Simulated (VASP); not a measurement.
# ScAl2 (Fd-3m) in VASP: single point with LDA

Aim: the single point of ScAl2 with LDA.

All numbers are computed with VASP 6.6.1; they aren't measurements. Logs are shortened: lines on timing, memory, paths and dates and some standing lists are left out, and cuts for length are marked.

## 1. The cell of the first run

The structure is cubic, space group Fd-3m (No. 227). The conventional cell has a = 7.555 Å, b = 7.555 Å, c = 7.555 Å, α = 90.00°, β = 90.00°, γ = 90.00°. Within 4.1 Å of Sc (site symmetry -43m) lie 12 Al at 3.13 Å and 4 Sc at 3.27 Å. Al (site symmetry -3m) has 6 Al at 2.67 Å and 6 Sc at 3.13 Å within 3.5 Å.

## 2. Single point, LDA

INCAR reads:

```
PREC     = Accurate       # precision mode
ENCUT    = 520            # plane-wave cutoff, eV
EDIFF    = 1E-6           # SCF threshold, eV
ISMEAR   = 0              # smearing method
SIGMA    = 0.1            # smearing width, eV
LREAL    = False          # projectors in reciprocal space
LASPH    = True           # aspherical terms in the spheres
NELM     = 80             # most SCF steps
ALGO     = Fast           # electronic algorithm
ISIF     = 2              # what is computed and relaxed
LWAVE    = False          # write WAVECAR
LCHARG   = True           # write CHGCAR
LELF     = True           # ELF
LVHAR    = True         
NBANDS   = 26             # bands
```

KPOINTS reads:

```
Automatic mesh
0
Gamma
  8 8 8
```

POSCAR reads:

```
ScAl2
1.0
    0.0000000000      3.7776526849      3.7776526849
    3.7776526849      0.0000000000      3.7776526849
    3.7776526849      3.7776526849      0.0000000000
Sc Al
2 4
Direct
    0.5000000000      0.5000000000      0.5000000000
    0.7500000000      0.7500000000      0.7500000000
    0.1250000000      0.1250000000      0.1250000000
    0.6250000000      0.1250000000      0.1250000000
    0.1250000000      0.6250000000      0.1250000000
    0.1250000000      0.1250000000      0.6250000000
```

Potentials or basis: VASP PAW LDA potentials, release 64 (Sc_sv, Al).

The run is started by

```console
cat potpaw_LDA.64/Sc_sv/POTCAR potpaw_LDA.64/Al/POTCAR > POTCAR
mpirun -np 1 vasp_std > vasp.out
```

OUTCAR:

```text
PREC = Accurate
   ENCUT = 520
   EDIFF = 1E-6
   ISMEAR = 0
   LREAL = False
   LASPH = True
   NELM = 80
   ISIF = 2

 ion  position               nearest neighbor table
   1  0.500  0.500  0.500-   5 3.13   4 3.13   3 3.13   3 3.13   3 3.13   6 3.13   6 3.13   4 3.13
                             5 3.13   4 3.13   5 3.13   6 3.13   2 3.27   2 3.27   2 3.27   2 3.27
   2  0.750  0.750  0.750-   3 3.13   4 3.13   5 3.13   4 3.13   4 3.13   5 3.13   3 3.13   5 3.13
                             6 3.13   3 3.13   6 3.13   6 3.13   1 3.27   1 3.27   1 3.27   1 3.27
   3  0.125  0.125  0.125-   4 2.67   5 2.67   6 2.67   6 2.67   5 2.67   4 2.67   1 3.13   2 3.13
                             1 3.13   2 3.13   1 3.13   2 3.13
   4  0.625  0.125  0.125-   3 2.67   6 2.67   5 2.67   3 2.67   5 2.67   6 2.67   2 3.13   1 3.13
                             2 3.13   1 3.13   1 3.13   2 3.13
   5  0.125  0.625  0.125-   3 2.67   6 2.67   3 2.67   4 2.67   6 2.67   4 2.67   1 3.13   2 3.13
                             2 3.13   1 3.13   1 3.13   2 3.13
   6  0.125  0.125  0.625-   3 2.67   3 2.67   4 2.67   5 2.67   5 2.67   4 2.67   1 3.13   2 3.13
                             1 3.13   2 3.13   1 3.13   2 3.13

  LATTYP: Found a face centered cubic cell.
 ALAT       =     7.5553053698

  Lattice vectors:

 A1 = (   0.0000000000,   3.7776526849,   3.7776526849)
 A2 = (   3.7776526849,   0.0000000000,   3.7776526849)
 A3 = (   3.7776526849,   3.7776526849,   0.0000000000)

Analysis of symmetry for initial positions (statically):
=====================================================================
 Subroutine PRICEL returns:
 Original cell was already a primitive cell.

 Routine SETGRP: Setting up the symmetry group for a
 face centered cubic supercell.

 Subroutine GETGRP returns: Found 48 space group operations
 (whereof 24 operations were pure point group operations)
 out of a pool of 48 trial point group operations.

The static configuration has the point symmetry T_d .
 The point group associated with its full space group is O_h .

Analysis of symmetry for dynamics (positions and initial velocities):
=====================================================================
 Subroutine PRICEL returns:
 Original cell was already a primitive cell.

 Routine SETGRP: Setting up the symmetry group for a
 face centered cubic supercell.

 Subroutine GETGRP returns: Found 48 space group operations
 (whereof 24 operations were pure point group operations)
 out of a pool of 48 trial point group operations.

The dynamic configuration has the point symmetry T_d .
 The point group associated with its full space group is O_h .

 Subroutine INISYM returns: Found 48 space group operations
 (whereof 24 operations are pure point group operations),
[... 105 lines left out ...]
   LREAL  =      F    real-space projection
[... 7 lines left out ...]
   TEBEG  =    0.0;   TEEND  =   0.0 temperature during run
   PSTRESS=    0.0 pullay stress
   NELECT =      34.0000    total number of electrons
   NUPDOWN=      -1.0000    fix difference up-down
   EMIN   =  10.00;   EMAX   =-10.00  energy-range for DOS
   EFERMI =   0.00;   METHOD = LEGACY
   ISMEAR =     0;   SIGMA  =   0.10  broadening in eV -4-tet -1-fermi 0-gaus
   EFERMI_NEDOS =   21; number of points for ismear=-14 and -15
   IALGO  =     68    algorithm
   IMIX   =      4    mixing-type and parameters
     AMIX     =   0.40;   BMIX     =  1.00
     AMIX_MAG =   1.60;   BMIX_MAG =  1.00
  volume/ion in A,a.u.               =      17.97       121.27
  Fermi-wavevector in a.u.,A,eV,Ry     =   1.114301  2.105723 16.893895  1.241666
  Thomas-Fermi vector in A             =   2.250894
   LORBIT       =      0    0 simple, 1 ext, 2 COOP (PROOUT), +10 PAW based schemes
   GGA     = CA    functional components
   LHFCALC =     F    Hartree Fock is set to
   AEXX    =    0.0000 exact exchange contribution
   IVDW    =     0    specifies the selected vdW correction
   LEPSILON=     F    determine dielectric tensor
   LRPA    =     F    only Hartree local field effects (RPA)
 non-spin polarized calculation
 RMM-DIIS sequential band-by-band and
 Gauss-broadening in eV      SIGMA  =   0.10
  energy-cutoff  :      520.00
  volume of cell :      107.82
 maximum number of plane-waves:      2936
   NGX = 19   NGY = 19   NGZ = 19

 number of electron      33.9999997 magnetization

 Free energy of the ion-electron system (eV)
  ---------------------------------------------------
  ext. energy  EPLUGINS =         0.00000000
  ---------------------------------------------------
  free energy    TOTEN  =       -33.19121384 eV

  energy without entropy =      -33.16594588  energy(sigma->0) =      -33.17857986

 E-fermi :   6.2860     XC(G=0): -10.5245

 val. band max:        6.2365578988   @ k =   0.5000   0.3750   0.1250
 cond. band min:       6.3006341458   @ k =  -0.3750   0.3750   0.1250
 fundamental gap:      0.0640762470
 Fermi energy:         6.2860334008

 k-point     1 :       0.0000    0.0000    0.0000
  band No.  band energies     occupation
      1     -42.4449      2.00000
      2     -42.4030      2.00000
      3     -21.4743      2.00000
      4     -21.4743      2.00000
      5     -21.4743      2.00000
      6     -21.3628      2.00000
[... 685 lines left out ...]
     25       9.3595      0.00000
     26       9.8176      0.00000

 [... further k-points ...]

------------------------ aborting loop because EDIFF is reached ----------------------------------------

  FORCE on cell =-STRESS in cart. coord.  units (eV):
  Direction    XX          YY          ZZ          XY          YZ          ZX
  --------------------------------------------------------------------------------------
  -------------------------------------------------------------------------------------
  Total       -2.4112234     -2.4112234     -2.4112234      0.0000000     -0.0000000     -0.0000000
  in kB      -35.8304244    -35.8304244    -35.8304244      0.0000000     -0.0000000     -0.0000000
  external PRESSURE =     -35.8304244 kB  Pullay stress =       0.0000000 kB

 VOLUME and BASIS-vectors are now :
 -----------------------------------------------------------------------------
  energy-cutoff  :      520.00
  volume of cell :      107.82
      direct lattice vectors                 reciprocal lattice vectors
     0.000000000  3.777652685  3.777652685    -0.132357324  0.132357324  0.132357324
     3.777652685  0.000000000  3.777652685     0.132357324 -0.132357324  0.132357324
     3.777652685  3.777652685  0.000000000     0.132357324  0.132357324 -0.132357324

 POSITION                                       TOTAL-FORCE (eV/Angst)
 -----------------------------------------------------------------------------------
      3.77765      3.77765      3.77765        -0.000000     -0.000000     -0.000000
      5.66648      5.66648      5.66648         0.000000      0.000000      0.000000
      0.94441      0.94441      0.94441         0.000000      0.000000      0.000000
      0.94441      2.83324      2.83324         0.000000      0.000000      0.000000
      2.83324      0.94441      2.83324         0.000000      0.000000      0.000000
      2.83324      2.83324      0.94441         0.000000      0.000000      0.000000
 -----------------------------------------------------------------------------------
    total drift:                               -0.000000     -0.000000      0.000000

  FREE ENERGIE OF THE ION-ELECTRON SYSTEM (eV)
  ---------------------------------------------------
  free  energy   TOTEN  =       -33.1912138428 eV

  energy  without entropy=      -33.1659458820  energy(sigma->0) =      -33.17857986
```

stdout:

```text
POSCAR found type information on POSCAR ScAl
 POSCAR found :  2 types and       6 ions
 scaLAPACK will be used
 LDA part: xc-table for (Slater(with rela. corr.)+CA(PZ))
 , standard interpolation
 POSCAR, INCAR and KPOINTS ok, starting setup
 FFT: planning ... GRIDC
 FFT: planning ... GRID_SOFT
 FFT: planning ... GRID
 WAVECAR not read
 entering main loop
```

It took 84 s on 1 thread of Intel Xeon Platinum 8488C (Sapphire Rapids), shared host; peak memory 0.23 GiB.

What came out:

| Item | Value |
| --- | --- |
| Free energy | -33.1912 eV |
| Pressure | -3.6 GPa |
| Band gap on the k mesh | zero (band 17 reaches 6.93 eV, above the bottom of band 18 at 4.61 eV) |

Levels at points of the mesh, in eV from the Fermi level:
| k point | band 15 | band 16 | band 17 | band 18 | band 19 | band 20 |
| --- | --- | --- | --- | --- | --- | --- |
| (0.00, 0.00, 0.00) | -2.42 | -2.42 | -1.68 | -1.68 | 0.37 | 2.12 |
| (0.50, 0.00, 0.00) | -1.81 | -0.33 | -0.13 | -0.13 | 1.66 | 1.66 |
| (0.50, 0.50, 0.00) | 0.26 | 0.26 | 0.65 | 0.65 | 0.82 | 0.82 |
